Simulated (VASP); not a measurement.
# GaN in VASP: single point with PBE

Aim: the single point of GaN with PBE.

Program: VASP 6.6.1. These are calculated values, not measurements. Logs are shortened: lines on timing, memory, paths and dates and some standing lists are left out, and cuts for length are marked.

## Step 1: The cell of the first run

The cell holds a wire or tube with vacuum around it, 4 atoms: a = 10.900 Å, b = 9.300 Å, c = 3.617 Å, α = 90.00°, β = 90.00°, γ = 90.00°.

## Step 2: Single point, PBE, collinear spin, ferromagnetic start

File INCAR:

```
SYSTEM = GaN
PREC = Accurate ; ENCUT = 520
EDIFF = 1E-6 ; ISMEAR = 0
SIGMA = 0.05 ; LREAL = .False.
LASPH = .True. ; NELM = 150
ALGO = Normal ; ISIF = 2
LWAVE = .False. ; LCHARG = .True.
ISPIN = 2 ; MAGMOM = 0.5 0.5 0.5 0.5
LORBIT = 11 ; GGA = PE
LELF = .True. ; LVHAR = .True.
NBANDS = 30
```

File KPOINTS:

```
regular mesh
0
Gamma
  1 1 18
  0 0 0
```

File POSCAR:

```
GaN
1.0
   10.9000000000      0.0000000000      0.0000000000
    0.0000000000      9.3000000000      0.0000000000
    0.0000000000      0.0000000000      3.6165077532
Ga N
2 2
Direct
    0.4090342201      0.5000000000      0.0000000000
    0.5909657799      0.5000000000      0.5000000000
    0.4031902117      0.5000000000      0.5000000000
    0.5968097883      0.5000000000      0.0000000000
```

Potentials or basis: VASP PAW PBE potentials, release 64 (Ga_d, N).

Started as:

```bash
$ cat potpaw_PBE.64/Ga_d/POTCAR potpaw_PBE.64/N/POTCAR > POTCAR
$ mpirun -np 1 vasp_std > vasp.out
```

OUTCAR:

```text
SYSTEM = GaN
   PREC = Accurate
   ENCUT = 520
   EDIFF = 1E-6
   ISMEAR = 0
   LREAL = .False.
   LASPH = .True.
   NELM = 150
   ISIF = 2
   ISPIN = 2
   LORBIT = 11
   GGA = PE

 ion  position               nearest neighbor table
   1  0.409  0.500  0.000-   3 1.81   3 1.81   4 2.05   2 2.68   2 2.68
   2  0.591  0.500  0.500-   4 1.81   4 1.81   3 2.05   1 2.68   1 2.68
   3  0.403  0.500  0.500-   1 1.81   1 1.81   2 2.05
   4  0.597  0.500  0.000-   2 1.81   2 1.81   1 2.05

  LATTYP: Found a simple orthorhombic cell.
 ALAT       =     3.6165077532
 B/A-ratio  =     2.5715415629
 C/A-ratio  =     3.0139573157

  Lattice vectors:

 A1 = (   0.0000000000,   0.0000000000,  -3.6165077532)
 A2 = (   0.0000000000,   9.3000000000,   0.0000000000)
 A3 = (  10.9000000000,   0.0000000000,   0.0000000000)

Analysis of symmetry for initial positions (statically):
=====================================================================
 Subroutine PRICEL returns:
 Original cell was already a primitive cell.

 Routine SETGRP: Setting up the symmetry group for a
 simple orthorhombic supercell.

 Subroutine GETGRP returns: Found  8 space group operations
 (whereof  4 operations were pure point group operations)
 out of a pool of  8 trial point group operations.

The static configuration has the point symmetry C_2v.
 The point group associated with its full space group is D_2h.

Analysis of symmetry for dynamics (positions and initial velocities):
=====================================================================
 Subroutine PRICEL returns:
 Original cell was already a primitive cell.

 Routine SETGRP: Setting up the symmetry group for a
 simple orthorhombic supercell.

 Subroutine GETGRP returns: Found  8 space group operations
 (whereof  4 operations were pure point group operations)
 out of a pool of  8 trial point group operations.

The dynamic configuration has the point symmetry C_2v.
 The point group associated with its full space group is D_2h.

Analysis of structural, dynamic, and magnetic symmetry:
=====================================================================
 Subroutine PRICEL returns:
 Original cell was already a primitive cell.

 Routine SETGRP: Setting up the symmetry group for a
 simple orthorhombic supercell.

 Subroutine GETGRP returns: Found  8 space group operations
 (whereof  4 operations were pure point group operations)
 out of a pool of  8 trial point group operations.

The overall configuration has the point symmetry C_2v.
 The point group associated with its full space group is D_2h.

 Subroutine INISYM returns: Found  8 space group operations
[... 116 lines left out ...]
   LRPA    =     F    only Hartree local field effects (RPA)
 spin polarized calculation
 Gauss-broadening in eV      SIGMA  =   0.05
  energy-cutoff  :      520.00
  volume of cell :      366.61
 maximum number of plane-waves:      9915
 NGX is ok and might be reduce to    84
   NGX = 41   NGY = 35   NGZ = 13

 number of electron      36.0000000 magnetization      -0.0000150

 number of electron      36.0000000 magnetization       0.0000189

 Free energy of the ion-electron system (eV)
  ---------------------------------------------------
  ext. energy  EPLUGINS =         0.00000000
  ---------------------------------------------------
  free energy    TOTEN  =       -20.02209279 eV

  energy without entropy =      -20.02209279  energy(sigma->0) =      -20.02209279

 E-fermi :  -3.6478     XC(G=0):  -2.6321

 val. band max:       -3.9244586512   @ k =   0.0000   0.0000   0.3333
 cond. band min:      -2.4575738961   @ k =   0.0000   0.0000   0.0000
 fundamental gap:      1.4668847552
 Fermi energy:        -3.6477791661

 spin component 1

 k-point     1 :       0.0000    0.0000    0.0000
  band No.  band energies     occupation
      1     -19.8852      1.00000
      2     -19.5753      1.00000
      3     -17.8767      1.00000
      4     -17.8365      1.00000
      5     -17.8235      1.00000
      6     -17.8090      1.00000
[... 319 lines left out ...]
     29       4.9663      0.00000
     30       4.9663      0.00000
 Fermi energy:        -3.6477791661

 spin component 2

 k-point     1 :       0.0000    0.0000    0.0000
  band No.  band energies     occupation
      1     -19.8852      1.00000
      2     -19.5753      1.00000
      3     -17.8767      1.00000
      4     -17.8365      1.00000
      5     -17.8235      1.00000
      6     -17.8090      1.00000
[... 319 lines left out ...]
     29       4.9682      0.00000
     30       4.9682      0.00000

------------------------ aborting loop because EDIFF is reached ----------------------------------------

  FORCE on cell =-STRESS in cart. coord.  units (eV):
  Direction    XX          YY          ZZ          XY          YZ          ZX
  --------------------------------------------------------------------------------------
  -------------------------------------------------------------------------------------
  Total        0.0791851     -0.0098872     -0.2159443      0.0000000      0.0000000      0.0000000
  in kB        0.3460629     -0.0432101     -0.9437425      0.0000000      0.0000000      0.0000000
  external PRESSURE =      -0.2136299 kB  Pullay stress =       0.0000000 kB

 VOLUME and BASIS-vectors are now :
 -----------------------------------------------------------------------------
  energy-cutoff  :      520.00
  volume of cell :      366.61
      direct lattice vectors                 reciprocal lattice vectors
    10.900000000  0.000000000  0.000000000     0.091743119  0.000000000  0.000000000
     0.000000000  9.300000000  0.000000000     0.000000000  0.107526882  0.000000000
     0.000000000  0.000000000  3.616507753     0.000000000  0.000000000  0.276509845

 POSITION                                       TOTAL-FORCE (eV/Angst)
 -----------------------------------------------------------------------------------
      4.45847      4.65000      0.00000        -0.034174      0.000000      0.000000
      6.44153      4.65000      1.80825         0.034174      0.000000      0.000000
      4.39477      4.65000      1.80825        -0.018713      0.000000      0.000000
      6.50523      4.65000      0.00000         0.018713      0.000000      0.000000
 -----------------------------------------------------------------------------------
    total drift:                                0.000000      0.000000      0.000000

  FREE ENERGIE OF THE ION-ELECTRON SYSTEM (eV)
  ---------------------------------------------------
  free  energy   TOTEN  =       -20.0220927927 eV

  energy  without entropy=      -20.0220927927  energy(sigma->0) =      -20.02209279

 total charge

# of ion       s       p       d       tot
------------------------------------------
    1        0.833   0.825  10.153  11.811
    2        0.833   0.825  10.153  11.811
    3        1.230   2.472   0.000   3.702
    4        1.230   2.472   0.000   3.702
--------------------------------------------------
tot          4.126   6.594  20.307  31.026

 magnetization (x)

# of ion       s       p       d       tot
------------------------------------------
    1        0.000   0.000   0.000   0.000
    2        0.000   0.000   0.000   0.000
    3       -0.000  -0.000   0.000  -0.000
    4       -0.000  -0.000   0.000  -0.000
--------------------------------------------------
tot         -0.000  -0.000   0.000  -0.000
```

OSZICAR:

```text
N       E                     dE             d eps       ncg     rms          rms(c)
DAV:   1     0.248130511719E+03    0.24813E+03   -0.15269E+04  1304   0.102E+03
DAV:   2     0.252088630438E+02   -0.22292E+03   -0.20980E+03  1504   0.246E+02
DAV:   3    -0.233774492391E+02   -0.48586E+02   -0.47639E+02  1538   0.108E+02
[... 18 lines left out ...]
DAV:  22    -0.200220761825E+02   -0.13986E-04   -0.18848E-06  1274   0.806E-03    0.140E-03
DAV:  23    -0.200220871071E+02   -0.10925E-04   -0.12609E-06  1198   0.413E-03    0.651E-04
DAV:  24    -0.200220890106E+02   -0.19034E-05   -0.30336E-07  1050   0.301E-03    0.673E-04
DAV:  25    -0.200220922465E+02   -0.32359E-05   -0.28670E-07   940   0.211E-03    0.442E-04
DAV:  26    -0.200220927927E+02   -0.54622E-06   -0.85829E-08   950   0.118E-03
   1 F= -.20022093E+02 E0= -.20022093E+02  d E =-.237018E-15  mag=    -0.0000
```

Run time: 3.2 min. Hardware: 1 thread of Intel Xeon Platinum 8559C (Emerald Rapids), shared host; peak memory 0.59 GiB.

Results:

* Free energy: -20.0221 eV
* Largest force: 0.034 eV/Å
* Band gap on the k mesh: 1.47 eV (least direct gap 2.04 eV)
* Net moment: 0.00 μB per cell
* Valence electrons inside the program's atomic spheres: Ga 11.81; N 3.70

Forces on the atoms (eV/Å):
```
Ga  -0.034  0.000  0.000
Ga   0.034  0.000  0.000
N   -0.019  0.000  0.000
N    0.019  0.000  0.000
```
